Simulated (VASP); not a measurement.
# Ti5O in VASP: single point with r2SCAN

Aim: the single point of Ti5O with r2SCAN.

Program: VASP 6.6.1. These are calculated values, not measurements. Logs are shortened: lines on timing, memory, paths and dates and some standing lists are left out, and cuts for length are marked.

## 1. The cell of the first run

The cell holds a slab with vacuum, 6 atoms: a = 2.936 Å, b = 2.936 Å, c = 28.272 Å, α = 90.00°, β = 90.00°, γ = 120.00°.

## 2. Single point, r2SCAN

Contents of POSCAR:

```
Ti5O
1.0
    2.9357969430      0.0000000000      0.0000000000
   -1.4678984715      2.5424747330      0.0000000000
    0.0000000000      0.0000000000     28.2723858137
Ti O
5 1
Direct
    0.6666666667      0.3333333333      0.3006467178
    0.3333333333      0.6666666667      0.3826382578
    0.6682813381      0.3317186619      0.4664479202
    0.3336168795      0.6663831205      0.5471794826
    0.7261347602      0.2738652398      0.6354858661
    0.0629001750     -0.0629001750      0.6656099608
```

Contents of INCAR.step1:

```
SYSTEM = Ti5O
PREC = Accurate ; ENCUT = 580
ISMEAR = 0 ; SIGMA = 0.1
LREAL = .FALSE. ; LASPH = .TRUE.
NELM = 120 ; LDIPOL = .TRUE.
IDIPOL = 3 ; DIPOL = 0.5 0.5 0.500
NBANDS = 42 ; GGA = PE
ALGO = Normal ; EDIFF = 1E-5
LWAVE = .TRUE. ; LCHARG = .FALSE.
GGA_COMPAT = .FALSE. ; NELMDL = -8
```

Contents of INCAR.step2:

```
SYSTEM = Ti5O
PREC = Accurate ; ENCUT = 580
EDIFF = 1E-6 ; ISMEAR = 0
SIGMA = 0.1 ; LREAL = .FALSE.
LASPH = .TRUE. ; NELM = 120
ALGO = Normal ; ISIF = 2
LWAVE = .FALSE. ; LCHARG = .FALSE.
LDIPOL = .TRUE. ; IDIPOL = 3
DIPOL = 0.5 0.5 0.500 ; METAGGA = R2SCAN
LMIXTAU = .TRUE. ; NBANDS = 42
ISTART = 1 ; GGA_COMPAT = .FALSE.
```

Contents of KPOINTS:

```
Automatic mesh
0
G
  12 12 1
  0 0 0
```

Potentials or basis: VASP PAW PBE potentials, release 64 (Ti_sv, O).

The run is started by

```bash
$ cat potpaw_PBE.64/Ti_sv/POTCAR potpaw_PBE.64/O/POTCAR > POTCAR
$ cp INCAR.step1 INCAR
$ mpirun -np 1 vasp_std > vasp.out
$ cp INCAR.step2 INCAR
$ mpirun -np 1 vasp_std > vasp.out
```

OUTCAR:

```text
SYSTEM = Ti5O
   PREC = Accurate
   ENCUT = 580
   EDIFF = 1E-6
   ISMEAR = 0
   LREAL = .FALSE.
   LASPH = .TRUE.
   NELM = 120
   ISIF = 2
   METAGGA = R2SCAN
   ISTART = 1

 ion  position               nearest neighbor table
   1  0.667  0.333  0.301-   2 2.87   2 2.87   2 2.87
   2  0.333  0.667  0.383-   1 2.87   1 2.87   1 2.87   3 2.91   3 2.91   3 2.92
   3  0.668  0.332  0.466-   4 2.84   4 2.84   4 2.85   2 2.91   2 2.91   2 2.92
   4  0.334  0.666  0.547-   3 2.84   3 2.84   3 2.85
   5  0.726  0.274  0.635-   6 1.89   6 1.89   6 1.91
   6  0.063  0.937  0.666-   5 1.89   5 1.89   5 1.91

  LATTYP: Found a hexagonal cell.
 ALAT       =     2.9357969430
 C/A-ratio  =     9.6302252379

  Lattice vectors:

 A1 = (   2.9357969430,   0.0000000000,   0.0000000000)
 A2 = (  -1.4678984715,   2.5424747330,   0.0000000000)
 A3 = (   0.0000000000,   0.0000000000,  28.2723858137)

Analysis of symmetry for initial positions (statically):
=====================================================================
 Subroutine PRICEL returns:
 Original cell was already a primitive cell.

 Routine SETGRP: Setting up the symmetry group for a
 hexagonal supercell.

 Subroutine GETGRP returns: Found  2 space group operations
 (whereof  2 operations were pure point group operations)
 out of a pool of 24 trial point group operations.

The static configuration has the point symmetry C_1h.

Analysis of symmetry for dynamics (positions and initial velocities):
=====================================================================
 Subroutine PRICEL returns:
 Original cell was already a primitive cell.

 Routine SETGRP: Setting up the symmetry group for a
 hexagonal supercell.

 Subroutine GETGRP returns: Found  2 space group operations
 (whereof  2 operations were pure point group operations)
 out of a pool of 24 trial point group operations.

The dynamic configuration has the point symmetry C_1h.

 Subroutine INISYM returns: Found  2 space group operations
 (whereof  2 operations are pure point group operations),
 and found     1 'primitive' translations

----------------------------------------------------------------------------------------

                                     Primitive cell

  volume of cell :     211.0304

  direct lattice vectors                    reciprocal lattice vectors
     2.935796943  0.000000000  0.000000000     0.340623013  0.196658788  0.000000000
[... 103 lines left out ...]
   TEBEG  =    0.0;   TEEND  =   0.0 temperature during run
   PSTRESS=    0.0 pullay stress
   NELECT =      66.0000    total number of electrons
   NUPDOWN=      -1.0000    fix difference up-down
   EMIN   =  10.00;   EMAX   =-10.00  energy-range for DOS
   EFERMI =   0.00;   METHOD = LEGACY
   ISMEAR =     0;   SIGMA  =   0.10  broadening in eV -4-tet -1-fermi 0-gaus
   EFERMI_NEDOS =   21; number of points for ismear=-14 and -15
   IALGO  =     38    algorithm
   IMIX   =      4    mixing-type and parameters
     AMIX     =   0.40;   BMIX     =  1.00
     AMIX_MAG =   1.60;   BMIX_MAG =  1.00
  volume/ion in A,a.u.               =      35.17       237.35
  Fermi-wavevector in a.u.,A,eV,Ry     =   1.111240  2.099939 16.801206  1.234854
  Thomas-Fermi vector in A             =   2.247801
   LORBIT       =      0    0 simple, 1 ext, 2 COOP (PROOUT), +10 PAW based schemes
   METAGGA = R2SCAN    functional components
   LHFCALC =     F    Hartree Fock is set to
   AEXX    =    0.0000 exact exchange contribution
   IVDW    =     0    specifies the selected vdW correction
   LEPSILON=     F    determine dielectric tensor
   LRPA    =     F    only Hartree local field effects (RPA)
 non-spin polarized calculation
 Gauss-broadening in eV      SIGMA  =   0.10
  energy-cutoff  :      580.00
  volume of cell :      211.03
 maximum number of plane-waves:      6732
   NGX = 11   NGY = 11   NGZ =111

 dipolmoment           0.000000      0.000000     -0.005620 electrons x Angstroem

 number of electron      65.9999990 magnetization

 dipolmoment           0.000000      0.000000      0.016277 electrons x Angstroem

 Free energy of the ion-electron system (eV)
  ---------------------------------------------------
  ext. energy  EPLUGINS =         0.00000000
  ---------------------------------------------------
  free energy    TOTEN  =       -74.41577520 eV

  energy without entropy =      -74.37969444  energy(sigma->0) =      -74.39773482

 E-fermi :   1.0024     XC(G=0):  -5.9574

 val. band max:        1.0008036791   @ k =  -0.3333   0.3333   0.0000
 cond. band min:       1.0063315056   @ k =  -0.2500  -0.4167   0.0000
 fundamental gap:      0.0055278265
 Fermi energy:         1.0024156146

 k-point     1 :       0.0000    0.0000    0.0000
  band No.  band energies     occupation
      1     -58.8759      2.00000
      2     -58.3590      2.00000
      3     -58.1600      2.00000
      4     -58.1060      2.00000
      5     -58.0402      2.00000
      6     -34.1279      2.00000
[... 1069 lines left out ...]
     41       3.0436      0.00000
     42       3.4140      0.00000

 [... further k-points ...]

------------------------ aborting loop because EDIFF is reached ----------------------------------------

 vacuum level on the upper side and lower side of the slab       (xc-potential included)         0.134        -0.255

  FORCE on cell =-STRESS in cart. coord.  units (eV):
  Direction    XX          YY          ZZ          XY          YZ          ZX
  --------------------------------------------------------------------------------------
  -------------------------------------------------------------------------------------
  Total        1.4330019      2.4144288     -1.1248583      0.8499407      0.0366795     -0.0635287
  in kB       10.8795823     18.3307348     -8.5401061      6.4528873      0.2784768     -0.4823205
  external PRESSURE =       6.8900703 kB  Pullay stress =       0.0000000 kB

 VOLUME and BASIS-vectors are now :
 -----------------------------------------------------------------------------
  energy-cutoff  :      580.00
  volume of cell :      211.03
      direct lattice vectors                 reciprocal lattice vectors
     2.935796943  0.000000000  0.000000000     0.340623013  0.196658788  0.000000000
    -1.467898472  2.542474733  0.000000000     0.000000000  0.393317576  0.000000000
     0.000000000  0.000000000 28.272385814     0.000000000  0.000000000  0.035370202

 POSITION                                       TOTAL-FORCE (eV/Angst)
 -----------------------------------------------------------------------------------
      1.46790      0.84749      8.50000         0.005098     -0.002943      0.538574
     -0.00000      1.69498     10.81810         0.000774     -0.000447     -0.562229
      1.47501      0.84339     13.18760         0.006080     -0.003510      0.007303
      0.00125      1.69426     15.47007        -0.014075      0.008126      0.020958
      1.72978      0.69630     17.96670         0.022008     -0.012706     -0.121644
     -1.19091      2.38255     18.81838        -0.019885      0.011481      0.117038
 -----------------------------------------------------------------------------------
    total drift:                               -0.000117      0.000068     -0.003124

  FREE ENERGIE OF THE ION-ELECTRON SYSTEM (eV)
  ---------------------------------------------------
  free  energy   TOTEN  =       -74.4157751979 eV

  energy  without entropy=      -74.3796944434  energy(sigma->0) =      -74.39773482

 vacuum level on the upper side and lower side of the slab         5.950         5.555
```

Wall time 29 min (1 thread of Intel Xeon 6975P-C (Granite Rapids), shared host); peak memory 0.59 GiB.

Results:

* Free energy: -74.4158 eV
* Largest force: 0.562 eV/Å
* Band gap on the k mesh: zero (bands 33 and 34 overlap by 1.20 eV)

Forces in eV/Å, atoms in the order of the input:
```
Ti   0.005 -0.003  0.539
Ti   0.001  0.000 -0.562
Ti   0.006 -0.004  0.007
Ti  -0.014  0.008  0.021
Ti   0.022 -0.013 -0.122
O   -0.020  0.011  0.117
```

Levels at points of the mesh, in eV from the Fermi level:
```tsv
k point	band 30	band 31	band 32	band 33	band 34	band 35	band 36	band 37
(0.00, 0.00, 0.00)	-0.12	0.27	0.43	0.82	0.83	0.84	0.85	0.86
(0.50, 0.00, 0.00)	-1.16	-1.05	-0.83	-0.14	0.30	0.87	1.03	1.09
(0.50, 0.50, 0.00)	-1.24	-1.07	-0.92	0.22	0.55	0.88	1.05	1.07
```

Caveat: the PAW data sets were made with another functional, which shifts forces and pressure a little.
